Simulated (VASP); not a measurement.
SnTe, 2 atoms in the cell. The structure is tetragonal, space group I4mm (No. 107). The conventional cell has a = 4.534 Å, b = 4.534 Å, c = 6.434 Å, α = 90.00°, β = 90.00°, γ = 90.00°. Sn (site symmetry 4mm) has 6 Te at 3.09 to 3.35 Å within 4.1 Å. Within 4.1 Å of Te (site symmetry 4mm) lie 6 Sn at 3.09 to 3.35 Å. 

- Program: VASP 6.6.1
- Task: density of states
- Functional: PBE
- Potentials or basis: VASP PAW PBE potentials, release 64 (Sn_d, Te)
- Cutoff: 520 eV
- k mesh: 12 × 12 × 12
- Occupations: gaussian, width 0.02 eV
- Spin: no spin polarisation
- Dipole correction: no
- k mesh for the DOS: 18 × 18 × 18
- Occupations for the DOS: tetrahedron
- Further INCAR settings: ALGO = Normal; EDIFF = 1e-07; NBANDS = 17

Potentials or basis: VASP PAW PBE potentials, release 64 (Sn_d, Te).

Run with:

```sh
$ cat potpaw_PBE.64/Sn_d/POTCAR potpaw_PBE.64/Te/POTCAR > POTCAR
$ cp INCAR.step1 INCAR
$ cp KPOINTS.step1 KPOINTS
$ mpirun -np 1 vasp_std > vasp.out
$ cp INCAR.step2 INCAR
$ cp KPOINTS.step2 KPOINTS
$ mpirun -np 1 vasp_std > vasp.out
```

Hardware: 1 thread of Intel(R) Xeon(R) 6975P-C (Granite Rapids), with other jobs on the host.

Problem. How long does it take, and how much memory?

Solution. Run time: 4.2 min on 1 thread of Intel(R) Xeon(R) 6975P-C (Granite Rapids), on a shared host, peak memory 0.63 GiB. Counts: k points 480.
